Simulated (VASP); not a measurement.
# NaGeF3 (P4/mmm) in VASP: further runs

The runs below take NaGeF3 through single point, with PBE, r2SCAN.

Everything below comes from runs of VASP 6.6.1. Logs are shortened: lines on timing, memory, paths and dates and some standing lists are left out, and cuts for length are marked.

**1. The cell of the first run**

The structure is tetragonal, space group P4/mmm (No. 123). The conventional cell has a = 4.435 Å, b = 4.435 Å, c = 4.302 Å, α = 90.00°, β = 90.00°, γ = 90.00°. Within 4.1 Å of Na (site symmetry 4/mmm) lie 12 F at 3.09 to 3.14 Å and 8 Ge at 3.80 Å. Ge (site symmetry 4/mmm) has 6 F at 2.15 to 2.22 Å within 2.8 Å. Within 2.8 Å of F (site symmetry 4/mmm) lie 2 Ge at 2.15 Å. Within 2.9 Å of F (site symmetry mmm) lie 2 Ge at 2.22 Å.

**2. Single point, PBE (epitaxial xy strain +2.0%)**

File INCAR:

```
SYSTEM = NaGeF3
PREC = Accurate
ENCUT = 520
EDIFF = 1E-7
ISMEAR = -1
SIGMA = 0.02
LREAL = .FALSE.
LASPH = .TRUE.
NELM = 100
ALGO = Normal
ISIF = 2
LWAVE = .FALSE.
LCHARG = .FALSE.
GGA = PE
NBANDS = 29
```

File KPOINTS:

```
Automatic mesh
0
G
  6 6 6
  0 0 0
```

File POSCAR:

```
NaGeF3
1.0
    4.4345959620      0.0000000000      0.0000000000
    0.0000000000      4.4345959620      0.0000000000
    0.0000000000      0.0000000000      4.3021323748
Na Ge F
1 1 3
Direct
    0.0000000000      0.0000000000      0.0000000000
    0.5000000000      0.5000000000      0.5000000000
    0.5000000000      0.5000000000      0.0000000000
    0.5000000000      0.0000000000      0.5000000000
    0.0000000000      0.5000000000      0.5000000000
```

Potentials or basis: VASP PAW PBE potentials, release 64 (Na_pv, Ge_d, F).

Command:

```sh
$ cat potpaw_PBE.64/Na_pv/POTCAR potpaw_PBE.64/Ge_d/POTCAR potpaw_PBE.64/F/POTCAR > POTCAR
$ mpirun -np 1 vasp_std > vasp.out
```

OUTCAR:

```text
SYSTEM = NaGeF3
   PREC = Accurate
   ENCUT = 520
   EDIFF = 1E-7
   ISMEAR = -1
   LREAL = .FALSE.
   LASPH = .TRUE.
   NELM = 100
   ISIF = 2
   GGA = PE

 ion  position               nearest neighbor table
   1  0.000  0.000  0.000-
   2  0.500  0.500  0.500-   3 2.15   3 2.15   5 2.22   4 2.22   4 2.22   5 2.22
   3  0.500  0.500  0.000-   2 2.15   2 2.15
   4  0.500  0.000  0.500-   2 2.22   2 2.22
   5  0.000  0.500  0.500-   2 2.22   2 2.22

  LATTYP: Found a simple tetragonal cell.
 ALAT       =     4.4345959620
 C/A-ratio  =     0.9701295026

  Lattice vectors:

 A1 = (   4.4345959620,   0.0000000000,   0.0000000000)
 A2 = (   0.0000000000,   4.4345959620,   0.0000000000)
 A3 = (   0.0000000000,   0.0000000000,   4.3021323748)

Analysis of symmetry for initial positions (statically):
=====================================================================
 Subroutine PRICEL returns:
 Original cell was already a primitive cell.

 Routine SETGRP: Setting up the symmetry group for a
 simple tetragonal supercell.

 Subroutine GETGRP returns: Found 16 space group operations
 (whereof 16 operations were pure point group operations)
 out of a pool of 16 trial point group operations.

The static configuration has the point symmetry D_4h.

Analysis of symmetry for dynamics (positions and initial velocities):
=====================================================================
 Subroutine PRICEL returns:
 Original cell was already a primitive cell.

 Routine SETGRP: Setting up the symmetry group for a
 simple tetragonal supercell.

 Subroutine GETGRP returns: Found 16 space group operations
 (whereof 16 operations were pure point group operations)
 out of a pool of 16 trial point group operations.

The dynamic configuration has the point symmetry D_4h.

 Subroutine INISYM returns: Found 16 space group operations
 (whereof 16 operations are pure point group operations),
 and found     1 'primitive' translations

----------------------------------------------------------------------------------------

                                     Primitive cell

  volume of cell :      84.6042

  direct lattice vectors                    reciprocal lattice vectors
     4.434595962  0.000000000  0.000000000     0.225499687  0.000000000  0.000000000
     0.000000000  4.434595962  0.000000000     0.000000000  0.225499687  0.000000000
     0.000000000  0.000000000  4.302132375     0.000000000  0.000000000  0.232442871

  length of vectors
     4.434595962  4.434595962  4.302132375     0.225499687  0.225499687  0.232442871

  position of ions in fractional coordinates (direct lattice)
     0.000000000  0.000000000  0.000000000
     0.500000000  0.500000000  0.500000000
     0.500000000  0.500000000  0.000000000
     0.500000000  0.000000000  0.500000000
     0.000000000  0.500000000  0.500000000

  ion indices of the primitive-cell ions
   primitive index   ion index
                 1           1
                 2           2
                 3           3
                 4           4
                 5           5

----------------------------------------------------------------------------------------

 KPOINTS: Automatic mesh

Automatic generation of k-mesh.
 Grid dimensions read from file:
 generate k-points for:    6    6    6

 Generating k-lattice:

  Cartesian coordinates                     Fractional coordinates (reciprocal lattice)
     0.037583281  0.000000000  0.000000000     0.166666667  0.000000000  0.000000000
     0.000000000  0.037583281  0.000000000     0.000000000  0.166666667  0.000000000
     0.000000000  0.000000000  0.038740478     0.000000000  0.000000000  0.166666667

  Length of vectors
     0.037583281  0.037583281  0.038740478

  Shift w.r.t. Gamma in fractional coordinates (k-lattice)
     0.000000000  0.000000000  0.000000000

 Subroutine IBZKPT returns following result:
 ===========================================

 Found     40 irreducible k-points:

 Following reciprocal coordinates:
            Coordinates               Weight
  0.000000  0.000000  0.000000      1.000000
  0.166667  0.000000  0.000000      4.000000
  0.333333  0.000000  0.000000      4.000000
  0.500000  0.000000  0.000000      2.000000
  0.166667  0.166667  0.000000      4.000000
  0.333333  0.166667  0.000000      8.000000
[... 16 lines left out ...]
  0.333333  0.000000  0.333333      8.000000
  0.500000  0.000000  0.333333      4.000000
 [... further k-points ...]
   k-points           NKPTS =     40   k-points in BZ     NKDIM =     40   number of bands    NBANDS=     29
   number of dos      NEDOS =    301   number of ions     NIONS =      5
   total plane-waves  NPLWV =  41472
   dimension x,y,z NGX =    36 NGY =   36 NGZ =   32
   dimension x,y,z NGXF=    72 NGYF=   72 NGZF=   64
   ions per type =               1   1   3
   NGX,Y,Z   is equivalent  to a cutoff of  13.50, 13.50, 12.37 a.u.
   NGXF,Y,Z  is equivalent  to a cutoff of  26.99, 26.99, 24.73 a.u.
 SYSTEM =  NaGeF3
   PREC   = accura    normal or accurate (medium, high low for compatibility)
   ISTART =      0    job   : 0-new  1-cont  2-samecut
   ICHARG =      2    charge: 1-file 2-atom 10-const
   ISPIN  =      1    spin polarized calculation?
   LNONCOLLINEAR =      F non collinear calculations
   LSORBIT =      F    spin-orbit coupling
   LASPH  =      T    aspherical Exc in radial PAW
   ENCUT  =  520.0 eV  38.22 Ry    6.18 a.u.   8.25  8.25  8.00*2*pi/ulx,y,z
   NELM   =    100;   NELMIN=  2; NELMDL= -5     # of ELM steps
   EDIFF  = 0.1E-06   stopping-criterion for ELM
   LREAL  =      F    real-space projection
   EDIFFG = 0.1E-05   stopping-criterion for IOM
   NSW    =      0    number of steps for IOM
   IBRION =     -1    ionic relax: 0-MD 1-quasi-New 2-CG
   NFREE  =      0    steps in history (QN), initial steepest desc. (CG)
   ISIF   =      2    stress and relaxation
   ISYM   =      2    0-nonsym 1-usesym 2-fastsym
   POTIM  = 0.5000    time-step for ionic-motion
   TEBEG  =    0.0;   TEEND  =   0.0 temperature during run
   PSTRESS=    0.0 pullay stress
   NELECT =      42.0000    total number of electrons
   NUPDOWN=      -1.0000    fix difference up-down
   EMIN   =  10.00;   EMAX   =-10.00  energy-range for DOS
   EFERMI =   0.00;   METHOD = LEGACY
   ISMEAR =    -1;   SIGMA  =   0.02  broadening in eV -4-tet -1-fermi 0-gaus
   EFERMI_NEDOS =   21; number of points for ismear=-14 and -15
   IALGO  =     38    algorithm
   IMIX   =      4    mixing-type and parameters
     AMIX     =   0.40;   BMIX     =  1.00
     AMIX_MAG =   1.60;   BMIX_MAG =  1.00
  volume/ion in A,a.u.               =      16.92       114.19
  Fermi-wavevector in a.u.,A,eV,Ry     =   1.296266  2.449587 22.861928  1.680304
  Thomas-Fermi vector in A             =   2.427733
   LORBIT       =      0    0 simple, 1 ext, 2 COOP (PROOUT), +10 PAW based schemes
   GGA     = PE    functional components
   LHFCALC =     F    Hartree Fock is set to
   AEXX    =    0.0000 exact exchange contribution
   IVDW    =     0    specifies the selected vdW correction
   LEPSILON=     F    determine dielectric tensor
   LRPA    =     F    only Hartree local field effects (RPA)
 non-spin polarized calculation
  energy-cutoff  :      520.00
  volume of cell :       84.60
 maximum number of plane-waves:      2304
 NGX is ok and might be reduce to    36
   NGX = 17   NGY = 17   NGZ = 15

 number of electron      41.9999942 magnetization

 Free energy of the ion-electron system (eV)
  ---------------------------------------------------
  ext. energy  EPLUGINS =         0.00000000
  ---------------------------------------------------
  free energy    TOTEN  =       -22.06663920 eV

  energy without entropy =      -22.06663920  energy(sigma->0) =      -22.06663920

 E-fermi :   2.9481     XC(G=0):  -8.3574

 val. band max:        2.4747189126   @ k =   0.5000   0.5000   0.5000
 cond. band min:       3.9811329692   @ k =   0.0000   0.0000   0.0000
 fundamental gap:      1.5064140566
 Fermi energy:         2.9480746164

 k-point     1 :       0.0000    0.0000    0.0000
  band No.  band energies     occupation
      1     -23.2402      2.00000
      2     -23.2402      2.00000
      3     -23.2381      2.00000
      4     -23.1651      2.00000
      5     -23.0845      2.00000
      6     -22.9021      2.00000
[... 21 lines left out ...]
     28      12.0001      0.00000
     29      12.3341      0.00000

 k-point     2 :       0.1667    0.0000    0.0000
  band No.  band energies     occupation
      1     -23.2430      2.00000
      2     -23.2401      2.00000
      3     -23.2380      2.00000
      4     -23.1612      2.00000
      5     -23.0656      2.00000
      6     -22.9023      2.00000
[... 21 lines left out ...]
     28      11.0665      0.00000
     29      11.4530      0.00000

 k-point     3 :       0.3333    0.0000    0.0000
  band No.  band energies     occupation
      1     -23.2482      2.00000
      2     -23.2401      2.00000
      3     -23.2379      2.00000
      4     -23.1566      2.00000
      5     -23.0242      2.00000
      6     -22.9027      2.00000
[... 21 lines left out ...]
     28      10.7708      0.00000
     29      10.8206      0.00000

 k-point     4 :       0.5000    0.0000    0.0000
  band No.  band energies     occupation
      1     -23.2507      2.00000
      2     -23.2400      2.00000
      3     -23.2379      2.00000
      4     -23.1552      2.00000
      5     -23.0024      2.00000
      6     -22.9029      2.00000
[... 21 lines left out ...]
     28      10.6167      0.00000
     29      11.1016      0.00000

 k-point     5 :       0.1667    0.1667    0.0000
  band No.  band energies     occupation
      1     -23.2434      2.00000
      2     -23.2417      2.00000
      3     -23.2380      2.00000
      4     -23.1562      2.00000
      5     -23.0473      2.00000
      6     -22.9025      2.00000
[... 21 lines left out ...]
     28      11.2345      0.00000
     29      11.2677      0.00000
[... 510 lines left out ...]
     28      10.5197      0.00000
     29      10.8282      0.00000

 k-point    22 :       0.1667    0.0000    0.3333
  band No.  band energies     occupation
      1     -23.2448      2.00000
      2     -23.2414      2.00000
      3     -23.2399      2.00000
      4     -23.0696      2.00000
      5     -23.0268      2.00000
      6     -22.9023      2.00000
[... 21 lines left out ...]
     28      10.5412      0.00000
     29      11.8275      0.00000

 k-point    23 :       0.3333    0.0000    0.3333
  band No.  band energies     occupation
      1     -23.2444      2.00000
      2     -23.2428      2.00000
      3     -23.2398      2.00000
      4     -23.0584      2.00000
      5     -22.9858      2.00000
      6     -22.9027      2.00000
[... 21 lines left out ...]
     28      10.5747      0.00000
     29      12.3491      0.00000

 k-point    24 :       0.5000    0.0000    0.3333
  band No.  band energies     occupation
      1     -23.2457      2.00000
      2     -23.2421      2.00000
      3     -23.2397      2.00000
      4     -23.0567      2.00000
      5     -22.9603      2.00000
      6     -22.9030      2.00000
[... 21 lines left out ...]
     28      10.5853      0.00000
     29      12.5653      0.00000

 [... further k-points ...]

------------------------ aborting loop because EDIFF is reached ----------------------------------------

  FORCE on cell =-STRESS in cart. coord.  units (eV):
  Direction    XX          YY          ZZ          XY          YZ          ZX
  --------------------------------------------------------------------------------------
  -------------------------------------------------------------------------------------
  Total       -0.2192026     -0.2192026      1.0169494      0.0000000      0.0000000      0.0000000
  in kB       -4.1511118     -4.1511118     19.2583033      0.0000000      0.0000000      0.0000000
  external PRESSURE =       3.6520266 kB  Pullay stress =       0.0000000 kB

 VOLUME and BASIS-vectors are now :
 -----------------------------------------------------------------------------
  energy-cutoff  :      520.00
  volume of cell :       84.60
      direct lattice vectors                 reciprocal lattice vectors
     4.434595962  0.000000000  0.000000000     0.225499687  0.000000000  0.000000000
     0.000000000  4.434595962  0.000000000     0.000000000  0.225499687  0.000000000
     0.000000000  0.000000000  4.302132375     0.000000000  0.000000000  0.232442871

 POSITION                                       TOTAL-FORCE (eV/Angst)
 -----------------------------------------------------------------------------------
      0.00000      0.00000      0.00000         0.000000      0.000000      0.000000
      2.21730      2.21730      2.15107         0.000000      0.000000      0.000000
      2.21730      2.21730      0.00000         0.000000      0.000000      0.000000
      2.21730      0.00000      2.15107         0.000000      0.000000      0.000000
      0.00000      2.21730      2.15107         0.000000      0.000000      0.000000
 -----------------------------------------------------------------------------------
    total drift:                                0.000000      0.000000      0.000000

  FREE ENERGIE OF THE ION-ELECTRON SYSTEM (eV)
  ---------------------------------------------------
  free  energy   TOTEN  =       -22.0666391967 eV

  energy  without entropy=      -22.0666391967  energy(sigma->0) =      -22.06663920
```

It took 32 s on 1 thread of Intel Xeon 6975P-C (Granite Rapids), shared host; peak memory 0.24 GiB.

Results:

* Free energy: -22.0666 eV
* Pressure: 0.4 GPa
* Band gap on the k mesh: 1.51 eV, indirect (least direct gap 1.92 eV)

Caveat: the cell differs from its parent crystal (epitaxial xy strain +2.0%).

**3. Single point, r2SCAN (uniaxial x strain -4.0%)**

Edit POSCAR of step 2 so:

```diff
@@ -2,5 +2,5 @@
 1.0
-    4.4345959620      0.0000000000      0.0000000000
-    0.0000000000      4.4345959620      0.0000000000
-    0.0000000000      0.0000000000      4.3021323748
+    4.1737373760      0.0000000000      0.0000000000
+    0.0000000000      4.3476431000      0.0000000000
+    0.0000000000      0.0000000000      4.3476431000
 Na Ge F
```

File INCAR.step1:

```
SYSTEM = NaGeF3
PREC     = Accurate       ! precision mode
ENCUT    = 520            ! plane-wave cutoff, eV
ISMEAR   = 0              ! smearing method
SIGMA    = 0.01           ! smearing width, eV
LREAL    = .FALSE.        ! projectors in reciprocal space
LASPH    = .TRUE.         ! aspherical terms in the spheres
NELM     = 60             ! most SCF steps
NBANDS   = 29             ! bands
GGA      = PE             ! functional
ALGO     = Normal         ! electronic algorithm
EDIFF    = 1E-4           ! SCF threshold, eV
LWAVE    = .TRUE.         ! write WAVECAR
LCHARG   = .FALSE.        ! write CHGCAR
```

File INCAR.step2:

```
SYSTEM = NaGeF3
PREC     = Accurate       ! precision mode
ENCUT    = 520            ! plane-wave cutoff, eV
EDIFF    = 1E-7           ! SCF threshold, eV
ISMEAR   = 0              ! smearing method
SIGMA    = 0.01           ! smearing width, eV
LREAL    = .FALSE.        ! projectors in reciprocal space
LASPH    = .TRUE.         ! aspherical terms in the spheres
NELM     = 60             ! most SCF steps
ALGO     = Normal         ! electronic algorithm
ISIF     = 2              ! what is computed and relaxed
LWAVE    = .FALSE.        ! write WAVECAR
LCHARG   = .FALSE.        ! write CHGCAR
METAGGA  = R2SCAN         ! meta-GGA
LMIXTAU  = .TRUE.       
NBANDS   = 29             ! bands
ISTART   = 1
```

File KPOINTS:

```
regular mesh
0
G
  6 6 6
  0 0 0
```

Potentials or basis: VASP PAW PBE potentials, release 64 (Na_pv, Ge_d, F).

Command:

```sh
$ cat potpaw_PBE.64/Na_pv/POTCAR potpaw_PBE.64/Ge_d/POTCAR potpaw_PBE.64/F/POTCAR > POTCAR
$ cp INCAR.step1 INCAR
$ mpirun -np 1 vasp_std > vasp.out
$ cp INCAR.step2 INCAR
$ mpirun -np 1 vasp_std > vasp.out
```

OUTCAR:

```text
SYSTEM = NaGeF3
   PREC = Accurate
   ENCUT = 520
   EDIFF = 1E-7
   ISMEAR = 0
   LREAL = .FALSE.
   LASPH = .TRUE.
   NELM = 60
   ISIF = 2
   METAGGA = R2SCAN
   ISTART = 1

 ion  position               nearest neighbor table
   1  0.000  0.000  0.000-
   2  0.500  0.500  0.500-   5 2.09   5 2.09   3 2.17   3 2.17   4 2.17   4 2.17
   3  0.500  0.500  0.000-   2 2.17   2 2.17
   4  0.500  0.000  0.500-   2 2.17   2 2.17
   5  0.000  0.500  0.500-   2 2.09   2 2.09

[... 964 lines left out ...]
     29      13.5056      0.00000

 [... further k-points ...]
[... 5 lines left out ...]
  --------------------------------------------------------------------------------------
  -------------------------------------------------------------------------------------
  Total        2.5644648      0.5633091      0.5633091      0.0000000      0.0000000      0.0000000
  in kB       52.0804148     11.4399590     11.4399590      0.0000000      0.0000000      0.0000000
  external PRESSURE =      24.9867776 kB  Pullay stress =       0.0000000 kB

 VOLUME and BASIS-vectors are now :
 -----------------------------------------------------------------------------
  energy-cutoff  :      520.00
  volume of cell :       78.89
      direct lattice vectors                 reciprocal lattice vectors
     4.173737376  0.000000000  0.000000000     0.239593417  0.000000000  0.000000000
     0.000000000  4.347643100  0.000000000     0.000000000  0.230009680  0.000000000
     0.000000000  0.000000000  4.347643100     0.000000000  0.000000000  0.230009680

 POSITION                                       TOTAL-FORCE (eV/Angst)
 -----------------------------------------------------------------------------------
      0.00000      0.00000      0.00000         0.000000      0.000000      0.000000
      2.08687      2.17382      2.17382         0.000000      0.000000      0.000000
      2.08687      2.17382      0.00000         0.000000      0.000000      0.000000
      2.08687      0.00000      2.17382         0.000000      0.000000      0.000000
      0.00000      2.17382      2.17382         0.000000      0.000000      0.000000
 -----------------------------------------------------------------------------------
    total drift:                                0.000000     -0.000000     -0.000000

  FREE ENERGIE OF THE ION-ELECTRON SYSTEM (eV)
  ---------------------------------------------------
  free  energy   TOTEN  =       -37.7214173161 eV

  energy  without entropy=      -37.7214173161  energy(sigma->0) =      -37.72141732
```

It took 87 s on 1 thread of Intel Xeon 6975P-C (Granite Rapids), shared host; peak memory 0.23 GiB.

What came out:

| Property | Result |
| --- | --- |
| Free energy | -37.7214 eV |
| Pressure | 2.5 GPa |
| Band gap on the k mesh | 1.34 eV, indirect (least direct gap 1.79 eV) |

Levels at points of the mesh, in eV from the valence-band top:
```
           k point  band 18  band 19  band 20  band 21  band 22  band 23  band 24  band 25
(0.00, 0.00, 0.00)    -6.45    -6.42    -6.42    -6.39     1.34     5.59     5.59     6.36
(0.50, 0.00, 0.00)    -6.54    -6.41    -6.41    -3.04     1.94     4.52     5.32     5.32
(0.00, 0.50, 0.00)    -6.60    -6.59    -6.42    -3.31     1.64     4.53     5.12     5.38
(0.50, 0.50, 0.00)    -6.84    -6.64    -6.07    -1.40     2.03     2.44     4.00     5.01
(0.00, 0.50, 0.50)    -6.60    -6.60    -6.01    -1.64     2.07     2.07     3.84     5.88
(0.50, 0.50, 0.50)    -6.06    -6.06    -6.00     0.00     1.79     1.79     2.26     4.18
```

Caveat: the cell differs from its parent crystal (uniaxial x strain -4.0%); the PAW data sets were made with another functional, which shifts forces and pressure a little.

(Continued in part 2 of 2.)
